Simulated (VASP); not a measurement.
Mo, 1 atom in the cell. The structure is orthorhombic, space group Cmmm (No. 65). Conventional cell: a = 2.653 Å, b = 4.738 Å, c = 2.555 Å, α = 90.00°, β = 90.00°, γ = 90.00°. Mo (site symmetry mmm) has 8 Mo at 2.56 to 2.72 Å within 3.4 Å.  This cell differs from its parent crystal: strain -0.0300 x Voigt [1, 0, 0, 0, 0, 0].

- Program: VASP 6.6.1
- Task: single point
- Functional: PBEsol
- Potentials or basis: VASP PAW PBE potentials, release 64 (Mo_sv)
- Cutoff: 520 eV
- k mesh: 18 × 18 × 18
- Occupations: gaussian, width 0.15 eV
- Spin: no spin polarisation
- Dipole correction: no
- Further INCAR settings: ALGO = Fast; EDIFF = 1e-06; NBANDS = 13

Potentials or basis: VASP PAW PBE potentials, release 64 (Mo_sv).

Command:

```console
$ cat potpaw_PBE.64/Mo_sv/POTCAR > POTCAR
$ mpirun -np 1 vasp_std > vasp.out
```

Hardware: 1 thread of Intel(R) Xeon(R) Platinum 8259CL CPU @ 2.50GHz (Skylake/Cascade Lake), on a shared host.

Question: How long does it take, and how much memory?

Answer: Wall time 2.2 min on 1 thread of Intel(R) Xeon(R) Platinum 8259CL CPU @ 2.50GHz (Skylake/Cascade Lake) (shared host), peak memory 0.27 GiB. Counts: scf iterations 12, k points 910.
